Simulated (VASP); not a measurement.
# Ga3As3CO in VASP: notebook

Runs on Ga3As3CO. Level: PBE+D3(BJ). Tasks: single point.

Program: VASP 6.6.1. These are calculated values, not measurements. Logs are shortened: lines on timing, memory, paths and dates and some standing lists are left out, and cuts for length are marked.

## 1. The cell of the first run

The cell holds a slab with vacuum, 8 atoms: a = 4.014 Å, b = 5.676 Å, c = 23.335 Å, α = 90.00°, β = 90.00°, γ = 90.00°.

## 2. Single point, PBE+D3(BJ)

The input, INCAR:

```
ALGO = Normal
DIPOL = 0.5 0.5 0.323
EDIFF = 1E-6
ENCUT = 520
GGA = PE
IDIPOL = 3
ISIF = 2
ISMEAR = 0
IVDW = 12
LASPH = T
LCHARG = F
LDIPOL = T
LREAL = F
LWAVE = F
NBANDS = 42
NELM = 60
PREC = Accurate
SIGMA = 0.05
```

The input, KPOINTS:

```
k-points
0
Gamma
  7 5 1
```

The input, POSCAR:

```
Ga3As3CO
1.0
    4.0137031111      0.0000000000      0.0000000000
    0.0000000000      5.6762333751      0.0000000000
    0.0000000000      0.0000000000     23.3352699083
Ga As O C
3 3 1 1
Direct
    0.5000000000      0.5000000000      0.1714143447
    0.0000000000      0.0653835255      0.2680035048
    0.5000000000      0.4894639609      0.3228546357
    0.0000000000      0.2500000000      0.1714143447
    0.5000000000      0.8102208698      0.2504948966
    0.0000000000      0.2887573198      0.3593388866
    0.3333333333      0.4554239865      0.4964703624
    0.3333333333      0.4554239865      0.5457519865
```

Potentials or basis: VASP PAW PBE potentials, release 64 (Ga_d, As, O, C).

Started as:

```bash
> cat potpaw_PBE.64/Ga_d/POTCAR potpaw_PBE.64/As/POTCAR potpaw_PBE.64/O/POTCAR potpaw_PBE.64/C/POTCAR > POTCAR
> mpirun -np 1 vasp_std > vasp.out
```

OUTCAR:

```text
EDIFF = 1E-6
   ENCUT = 520
   GGA = PE
   ISIF = 2
   ISMEAR = 0
   IVDW = 12
   LASPH = T
   LREAL = F
   NELM = 60
   PREC = Accurate
 IVDW          = 12

 ion  position               nearest neighbor table
   1  0.500  0.500  0.171-   4 2.46   4 2.46   5 2.55
   2  0.000  0.065  0.268-   6 2.48   4 2.49   5 2.51   5 2.51
   3  0.500  0.489  0.323-   6 2.46   6 2.46   5 2.48
   4  0.000  0.250  0.171-   1 2.46   1 2.46   2 2.49
   5  0.500  0.810  0.250-   3 2.48   2 2.51   2 2.51   1 2.55
   6  0.000  0.289  0.359-   3 2.46   3 2.46   2 2.48
   7  0.333  0.455  0.496-   8 1.15
   8  0.333  0.455  0.546-   7 1.15

  LATTYP: Found a simple orthorhombic cell.
 ALAT       =     4.0137031111
 B/A-ratio  =     1.4142135624
 C/A-ratio  =     5.8139003465

  Lattice vectors:

 A1 = (   4.0137031111,   0.0000000000,   0.0000000000)
 A2 = (   0.0000000000,   5.6762333751,   0.0000000000)
 A3 = (   0.0000000000,   0.0000000000,  23.3352699083)

Analysis of symmetry for initial positions (statically):
=====================================================================
 Subroutine PRICEL returns:
 Original cell was already a primitive cell.

 Routine SETGRP: Setting up the symmetry group for a
 simple orthorhombic supercell.

 Subroutine GETGRP returns: Found  1 space group operations
 (whereof  1 operations were pure point group operations)
 out of a pool of  8 trial point group operations.

The static configuration has the point symmetry C_1 .

Analysis of symmetry for dynamics (positions and initial velocities):
=====================================================================
 Subroutine PRICEL returns:
 Original cell was already a primitive cell.

 Routine SETGRP: Setting up the symmetry group for a
 simple orthorhombic supercell.

 Subroutine GETGRP returns: Found  1 space group operations
 (whereof  1 operations were pure point group operations)
 out of a pool of  8 trial point group operations.

The dynamic configuration has the point symmetry C_1 .

 Subroutine INISYM returns: Found  1 space group operations
 (whereof  1 operations are pure point group operations),
 and found     1 'primitive' translations

----------------------------------------------------------------------------------------

                                     Primitive cell

  volume of cell :     531.6408

  direct lattice vectors                    reciprocal lattice vectors
     4.013703111  0.000000000  0.000000000     0.249146480  0.000000000  0.000000000
     0.000000000  5.676233375  0.000000000     0.000000000  0.176173165  0.000000000
     0.000000000  0.000000000 23.335269908     0.000000000  0.000000000  0.042853586

  length of vectors
     4.013703111  5.676233375 23.335269908     0.249146480  0.176173165  0.042853586

  position of ions in fractional coordinates (direct lattice)
     0.500000000  0.500000000  0.171414345
     0.000000000  0.065383526  0.268003505
     0.500000000  0.489463961  0.322854636
     0.000000000  0.250000000  0.171414345
     0.500000000  0.810220870  0.250494897
     0.000000000  0.288757320  0.359338887
     0.333333333  0.455423987  0.496470362
     0.333333333  0.455423987  0.545751987

  ion indices of the primitive-cell ions
   primitive index   ion index
                 1           1
                 2           2
                 3           3
                 4           4
                 5           5
                 6           6
                 7           7
                 8           8

----------------------------------------------------------------------------------------

 KPOINTS: k-points

Automatic generation of k-mesh.
 Grid dimensions read from file:
 generate k-points for:    7    5    1

 Generating k-lattice:

  Cartesian coordinates                     Fractional coordinates (reciprocal lattice)
     0.035592354  0.000000000  0.000000000     0.142857143  0.000000000  0.000000000
     0.000000000  0.035234633  0.000000000     0.000000000  0.200000000  0.000000000
     0.000000000  0.000000000  0.042853586     0.000000000  0.000000000  1.000000000

  Length of vectors
     0.035592354  0.035234633  0.042853586

  Shift w.r.t. Gamma in fractional coordinates (k-lattice)
     0.000000000  0.000000000  0.000000000

 Subroutine IBZKPT returns following result:
 ===========================================

 Found     18 irreducible k-points:

 Following reciprocal coordinates:
            Coordinates               Weight
  0.000000  0.000000  0.000000      1.000000
  0.142857  0.000000  0.000000      2.000000
  0.285714  0.000000  0.000000      2.000000
  0.428571  0.000000  0.000000      2.000000
  0.000000  0.200000  0.000000      2.000000
  0.142857  0.200000  0.000000      2.000000
[... 10 lines left out ...]
  0.428571  0.400000  0.000000      2.000000
  0.428571 -0.400000  0.000000      2.000000
   k-points           NKPTS =     18   k-points in BZ     NKDIM =     18   number of bands    NBANDS=     42
   number of dos      NEDOS =    301   number of ions     NIONS =      8
   total plane-waves  NPLWV = 226800
   dimension x,y,z NGX =    30 NGY =   42 NGZ =  180
   dimension x,y,z NGXF=    60 NGYF=   84 NGZF=  360
   ions per type =               3   3   1   1
   NGX,Y,Z   is equivalent  to a cutoff of  12.43, 12.30, 12.82 a.u.
   NGXF,Y,Z  is equivalent  to a cutoff of  24.85, 24.60, 25.65 a.u.
 SYSTEM =  unknown system
   PREC   = accura    normal or accurate (medium, high low for compatibility)
   ISTART =      0    job   : 0-new  1-cont  2-samecut
   ICHARG =      2    charge: 1-file 2-atom 10-const
   ISPIN  =      1    spin polarized calculation?
   LNONCOLLINEAR =      F non collinear calculations
   LSORBIT =      F    spin-orbit coupling
   LASPH  =      T    aspherical Exc in radial PAW
   ENCUT  =  520.0 eV  38.22 Ry    6.18 a.u.   7.46 10.55 43.39*2*pi/ulx,y,z
   NELM   =     60;   NELMIN=  2; NELMDL= -5     # of ELM steps
   EDIFF  = 0.1E-05   stopping-criterion for ELM
   LREAL  =      F    real-space projection
   EDIFFG = 0.1E-04   stopping-criterion for IOM
   NSW    =      0    number of steps for IOM
   IBRION =     -1    ionic relax: 0-MD 1-quasi-New 2-CG
   NFREE  =      0    steps in history (QN), initial steepest desc. (CG)
   ISIF   =      2    stress and relaxation
   ISYM   =      2    0-nonsym 1-usesym 2-fastsym
   POTIM  = 0.5000    time-step for ionic-motion
   TEBEG  =    0.0;   TEEND  =   0.0 temperature during run
   PSTRESS=    0.0 pullay stress
   NELECT =      64.0000    total number of electrons
   NUPDOWN=      -1.0000    fix difference up-down
   EMIN   =  10.00;   EMAX   =-10.00  energy-range for DOS
   EFERMI =   0.00;   METHOD = LEGACY
   ISMEAR =     0;   SIGMA  =   0.05  broadening in eV -4-tet -1-fermi 0-gaus
   EFERMI_NEDOS =   21; number of points for ismear=-14 and -15
   IALGO  =     38    algorithm
   IMIX   =      4    mixing-type and parameters
     AMIX     =   0.40;   BMIX     =  1.00
     AMIX_MAG =   1.60;   BMIX_MAG =  1.00
  volume/ion in A,a.u.               =      66.46       448.46
  Fermi-wavevector in a.u.,A,eV,Ry     =   0.808342  1.527546  8.890285  0.653418
  Thomas-Fermi vector in A             =   1.917130
   LORBIT       =      0    0 simple, 1 ext, 2 COOP (PROOUT), +10 PAW based schemes
   GGA     = PE    functional components
   LHFCALC =     F    Hartree Fock is set to
   AEXX    =    0.0000 exact exchange contribution
   IVDW    =    12    specifies the selected vdW correction
   LEPSILON=     F    determine dielectric tensor
   LRPA    =     F    only Hartree local field effects (RPA)
 non-spin polarized calculation
 Gauss-broadening in eV      SIGMA  =   0.05
  energy-cutoff  :      520.00
  volume of cell :      531.64
 maximum number of plane-waves:     14367
 NGX is ok and might be reduce to    30
   NGX = 15   NGY = 21   NGZ = 87

 dipolmoment           0.000000      0.000000     -0.005308 electrons x Angstroem

 number of electron      64.0000018 magnetization

 dipolmoment           0.000000      0.000000      0.051218 electrons x Angstroem

 Free energy of the ion-electron system (eV)
  ---------------------------------------------------
  ext. energy  EPLUGINS =         0.00000000
  ---------------------------------------------------
  free energy    TOTEN  =       -37.53875160 eV

  energy without entropy =      -37.53875160  energy(sigma->0) =      -37.53875160

 E-fermi :  -2.0703     XC(G=0):  -3.8076

 val. band max:       -2.2690622802   @ k =   0.0000   0.0000   0.0000
 cond. band min:      -1.8668302141   @ k =   0.4286   0.0000   0.0000
 fundamental gap:      0.4022320661
 Fermi energy:        -2.0703018186

 k-point     1 :       0.0000    0.0000    0.0000
  band No.  band energies     occupation
      1     -26.7488      2.00000
      2     -17.2501      2.00000
      3     -17.1893      2.00000
      4     -17.1743      2.00000
      5     -17.1506      2.00000
      6     -17.1285      2.00000
[... 34 lines left out ...]
     41       2.1752      0.00000
     42       2.1854      0.00000

 k-point     2 :       0.1429    0.0000    0.0000
  band No.  band energies     occupation
      1     -26.7472      2.00000
      2     -17.2470      2.00000
      3     -17.1865      2.00000
      4     -17.1737      2.00000
      5     -17.1499      2.00000
      6     -17.1310      2.00000
[... 34 lines left out ...]
     41       1.9527      0.00000
     42       2.2724      0.00000

 k-point     3 :       0.2857    0.0000    0.0000
  band No.  band energies     occupation
      1     -26.7435      2.00000
      2     -17.2402      2.00000
      3     -17.1799      2.00000
      4     -17.1720      2.00000
      5     -17.1486      2.00000
      6     -17.1380      2.00000
[... 34 lines left out ...]
     41       2.3187      0.00000
     42       2.7952      0.00000

 k-point     4 :       0.4286    0.0000    0.0000
  band No.  band energies     occupation
      1     -26.7405      2.00000
      2     -17.2347      2.00000
      3     -17.1736      2.00000
      4     -17.1696      2.00000
      5     -17.1491      2.00000
      6     -17.1464      2.00000
[... 574 lines left out ...]
     41       2.7211      0.00000
     42       3.1216      0.00000

 k-point    17 :       0.4286    0.4000    0.0000
  band No.  band energies     occupation
      1     -26.7403      2.00000
      2     -17.2315      2.00000
      3     -17.1735      2.00000
      4     -17.1692      2.00000
      5     -17.1497      2.00000
      6     -17.1463      2.00000
[... 34 lines left out ...]
     41       2.7258      0.00000
     42       3.0739      0.00000

 k-point    18 :       0.4286   -0.4000    0.0000
  band No.  band energies     occupation
      1     -26.7403      2.00000
      2     -17.2315      2.00000
      3     -17.1735      2.00000
      4     -17.1692      2.00000
      5     -17.1497      2.00000
      6     -17.1463      2.00000
[... 34 lines left out ...]
     41       2.7330      0.00000
     42       3.0516      0.00000

------------------------ aborting loop because EDIFF is reached ----------------------------------------

 vacuum level on the upper side and lower side of the slab       (xc-potential included)         0.068        -0.320

 Edisp (eV)   -1.26443

 E8    (eV) :    -0.5739

  FORCE on cell =-STRESS in cart. coord.  units (eV):
  Direction    XX          YY          ZZ          XY          YZ          ZX
  --------------------------------------------------------------------------------------
  -------------------------------------------------------------------------------------
  Total      -2.06709    -2.63708    -0.73770     0.03134     0.01991     0.07152
  in kB      -6.22948    -7.94724    -2.22316     0.09445     0.06000     0.21553
  external pressure =       -5.47 kB  Pullay stress =        0.00 kB

 VOLUME and BASIS-vectors are now :
 -----------------------------------------------------------------------------
  energy-cutoff  :      520.00
  volume of cell :      531.64
      direct lattice vectors                 reciprocal lattice vectors
     4.013703111  0.000000000  0.000000000     0.249146480  0.000000000  0.000000000
     0.000000000  5.676233375  0.000000000     0.000000000  0.176173165  0.000000000
     0.000000000  0.000000000 23.335269908     0.000000000  0.000000000  0.042853586

 POSITION                                       TOTAL-FORCE (eV/Angst)
 -----------------------------------------------------------------------------------
      2.00685      2.83812      4.00000        -0.000564     -0.313600      1.031438
      0.00000      0.37113      6.25393        -0.005710      0.001349      0.018507
      2.00685      2.77831      7.53390         0.002153     -0.004219      0.009161
      0.00000      1.41906      4.00000         0.001053      0.315085     -1.067694
      2.00685      4.59900      5.84537        -0.000133      0.007311     -0.013221
      0.00000      1.63905      8.38527        -0.018412     -0.022401      0.017259
      1.33790      2.58509     11.58527         0.026965      0.024707      0.726368
      1.33790      2.58509     12.73527        -0.005352     -0.008233     -0.721819
 -----------------------------------------------------------------------------------
    total drift:                               -0.000024     -0.000992      0.000333

  FREE ENERGIE OF THE ION-ELECTRON SYSTEM (eV)
  ---------------------------------------------------
  free  energy   TOTEN  =       -38.8031828631 eV

  energy  without entropy=      -38.8031828629  energy(sigma->0) =      -38.80318286

 vacuum level on the upper side and lower side of the slab         2.686         2.285
```

Run time: 17 min. Hardware: 1 thread of Oxide Virtual Turin-like, shared host; peak memory 0.7 GiB.

Results:

```
Free energy                : -38.8032 eV
Largest force              : 1.113 eV/Å
Band gap on the k mesh     : 0.40 eV, indirect (least direct gap 0.75 eV)
Dispersion energy per atom : -0.158 eV
```

Forces on the atoms (eV/Å):
```
Ga  -0.001 -0.314  1.031
Ga  -0.006  0.001  0.019
Ga   0.002 -0.004  0.009
As   0.001  0.315 -1.068
As   0.000  0.007 -0.013
As  -0.018 -0.022  0.017
O    0.027  0.025  0.726
C   -0.005 -0.008 -0.722
```

Levels at points of the mesh, in eV from the valence-band top:
| k point | band 29 | band 30 | band 31 | band 32 | band 33 | band 34 | band 35 | band 36 |
| --- | --- | --- | --- | --- | --- | --- | --- | --- |
| (0.00, 0.00, 0.00) | -1.33 | -0.89 | -0.84 | 0.00 | 0.75 | 1.61 | 2.29 | 2.49 |

(Continued in part 2 of 2.)
